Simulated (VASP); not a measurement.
Input of a VASP 6.6.1 run:

POSCAR

```
GaN
1.0
    3.1831488267      0.0000000000      0.0000000000
   -1.5915744133      2.7566877479      0.0000000000
    0.0000000000      0.0000000000      5.1836275463
Ga N
2 2
Direct
    0.6666666667      0.3333333333      0.4991132225
    0.3333333333      0.6666666667      0.9991132225
    0.6666666667      0.3333333333      0.8758867775
    0.3333333333      0.6666666667      0.3758867775
```

INCAR.step1

```
PREC = Accurate
ENCUT = 520
ISMEAR = 0
SIGMA = 0.01
LREAL = F
LASPH = T
NELM = 60
NBANDS = 26
GGA = PE
ALGO = Normal
EDIFF = 1E-4
LWAVE = T
LCHARG = F
```

Contents of INCAR.step2:

```
PREC = Accurate
ENCUT = 520
EDIFF = 1E-6
ISMEAR = 0
SIGMA = 0.01
LREAL = F
LASPH = T
NELM = 60
ALGO = Normal
ISIF = 2
LWAVE = F
LCHARG = F
METAGGA = R2SCAN
LMIXTAU = T
NBANDS = 26
ISTART = 1
```

Contents of KPOINTS:

```
Automatic mesh
0
Gamma
  6 6 4
```

Potentials or basis: VASP PAW PBE potentials, release 64 (Ga_d, N).

Run with:

```console
$ cat potpaw_PBE.64/Ga_d/POTCAR potpaw_PBE.64/N/POTCAR > POTCAR
$ cp INCAR.step1 INCAR
$ mpirun -np 1 vasp_std > vasp.out
$ cp INCAR.step2 INCAR
$ mpirun -np 1 vasp_std > vasp.out
```

Task: Estimate the band gap on the k mesh.

Result: 2.34 eV, direct.

Task: Estimate the pressure.

Result: 1.1 GPa.

Task: What does it give for the largest force?

Result: 0.005 eV/Å.

Forces in eV/Å, atoms in the order of the input:
```
Ga   0.000  0.000  0.005
Ga   0.000  0.000  0.005
N    0.000  0.000 -0.005
N    0.000  0.000 -0.005
```

Caveat: the PAW data sets were made with another functional, which shifts forces and pressure a little. r2SCAN opens gaps a little over a GGA but as a rule still falls short of measured ones.
